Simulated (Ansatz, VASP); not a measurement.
# One calculation of Zr, two programs

File INCAR:

```
PREC = Accurate
ENCUT = 520
EDIFF = 1E-7
ISMEAR = -1
SIGMA = 0.1
LREAL = False
LASPH = True
NELM = 100
ALGO = Normal
ISIF = 2
LWAVE = False
LCHARG = False
GGA = PS
NBANDS = 12
```

File KPOINTS:

```
Automatic mesh
0
Gamma
  13 13 13
```

The input POSCAR:

```
Zr
1.0
    2.5258981026      0.0000000000      0.0000000000
    0.0000000000      2.5258981026      0.0000000000
    0.0000000000      0.0000000000      2.5258981026
Zr
1
Direct
    0.0000000000      0.0000000000      0.0000000000
```

Input for Ansatz:

```yaml
crystal:
  lattice:
    - [2.5258981026, 0.0, 0.0]
    - [0.0, 2.5258981026, 0.0]
    - [0.0, 0.0, 2.5258981026]
  atoms:
    - { symbol: Zr, position: [0.0, 0.0, 0.0] }
kpoints:
  mp_grid: { grid: [13, 13, 13] }
scf:
  occupations: { method: fermi_dirac, width: 0.1 }
hamiltonian:
  xc: pbesol
  pseudopotentials: { kind: paw, core: large }
output:
  forces: true
  stress: true
  eigenvalues: true
```

Change from the starting cell: volume scaled by 0.68, PAW files, core large.

Alike in both runs: task single point; functional PBEsol; k mesh 13 × 13 × 13; occupations fermi-dirac, width 0.1 eV; no spin polarisation.

|  | VASP | Ansatz |
| --- | --- | --- |
| version | VASP 6.6.1 | Ansatz 0.2.0 |
| potentials or method | VASP PAW PBE potentials, release 64 (Zr_sv) | PAW with other files of Ansatz's library (core large), scalar-relativistic |
| plane-wave cutoff (eV) | 520 | 420 |
| valence electrons in the cell | 12 | 12 |

|  | VASP | Ansatz | Ansatz less VASP |
| --- | --- | --- | --- |
| pressure (GPa) | 57.6 | 56.9 | -0.73 |

VASP's potentials were made for PBE, not for PBEsol. Both programs put the cell under a high pressure, so it lies far from rest at this level. Ansatz's warnings: datasets by core.
